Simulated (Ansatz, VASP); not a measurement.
# Au in VASP and in Ansatz

Contents of INCAR:

```
SYSTEM = Au
ALGO = Fast
EDIFF = 1E-6
ENCUT = 520
GGA = PS
ISIF = 2
ISMEAR = 0
LASPH = .True.
LCHARG = .False.
LREAL = .False.
LWAVE = .False.
NBANDS = 12
NELM = 100
PREC = Accurate
SIGMA = 0.15
```

Contents of KPOINTS:

```
k-points
0
Gamma
  26 26 26
  0 0 0
```

Contents of POSCAR:

```
Au
1.0
   -1.6534948621      1.6534948621      1.6210733942
    1.6534948621     -1.6534948621      1.6210733942
    1.5886519263      1.5886519263     -1.6210733942
Au
1
Direct
    0.0000000000      0.0000000000      0.0000000000
```

Input for Ansatz:

```yaml
crystal:
  lattice:
    - [-1.6534948621, 1.6534948621, 1.6210733942]
    - [1.6534948621, -1.6534948621, 1.6210733942]
    - [1.5886519263, 1.5886519263, -1.6210733942]
  atoms:
    - { symbol: Au, position: [0.0, 0.0, 0.0] }
basis:
  ecutwfc: 420
kpoints:
  mp_grid: { grid: [26, 26, 26] }
hamiltonian:
  xc: pbesol
scf:
  occupations: { method: gaussian, width: 0.15 }
output:
  forces: true
  stress: true
  eigenvalues: true
  write_density: true
  write_potential: true
  elf: true
  volumetric_format: npy
```

Change from the starting cell: strain -0.0400 x Voigt [0, 0, 0, 0, 0, 1], atoms carried along.

Alike in both runs: task single point; functional PBEsol; k mesh 26 × 26 × 26; occupations gaussian, width 0.15 eV; no spin polarisation.

```csv
,VASP,Ansatz
version,VASP 6.6.1,Ansatz 0.2.0
potentials or method,"VASP PAW PBE potentials, release 64 (Au), cutoff 520 eV","scalar-relativistic, plane waves, PAW"
valence electrons in the cell,11,19
```

|  | VASP | Ansatz | Ansatz less VASP |
| --- | --- | --- | --- |
| gap on the k mesh at the Fermi level (eV) | none | none | - |
| pressure (GPa) | 0.3 | 0.6 | +0.24 |
| traceless stress, the component that is largest in VASP (GPa) | 3.18 | 3.20 | +0.022 |

VASP's potentials were made for PBE, not for PBEsol. A gap of «none» marks a metal or a gap that the smearing closes. VASP's potentials hold 11 valence electrons a cell and Ansatz's 19, so a difference there can come from the potentials and not from the codes.

Neither program's run includes spin-orbit coupling.
